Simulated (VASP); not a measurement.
Ta, 1 atom in the cell. Symmetry: Im-3m, No. 229, cubic system. Conventional cell: a = 3.322 Å, b = 3.322 Å, c = 3.322 Å, α = 90.00°, β = 90.00°, γ = 90.00°. Within 3.8 Å of Ta (site symmetry m-3m) lie 14 Ta at 2.88 to 3.32 Å. 

* Program: VASP 6.6.1
* Task: single point
* Functional: PBE
* Potentials or basis: VASP PAW PBE potentials, release 64 (Ta_pv)
* Cutoff: 500 eV
* k mesh: 14 × 14 × 14
* Occupations: gaussian, width 0.05 eV
* Spin: no spin polarisation
* Dipole correction: no
* Further INCAR settings: ALGO = Normal; EDIFF = 1e-06; NBANDS = 12

Potentials or basis: VASP PAW PBE potentials, release 64 (Ta_pv).

The run is started by

```console
$ cat potpaw_PBE.64/Ta_pv/POTCAR > POTCAR
$ mpirun -np 1 vasp_std > vasp.out
```

Hardware: 1 thread of Intel Xeon 8259CL, on a shared host.

Q: How long does it take, and how much memory?

A: Run time: 22 s on 1 thread of Intel Xeon 8259CL, on a shared host, peak memory 0.15 GiB. Counts: scf iterations 11, k points 104.
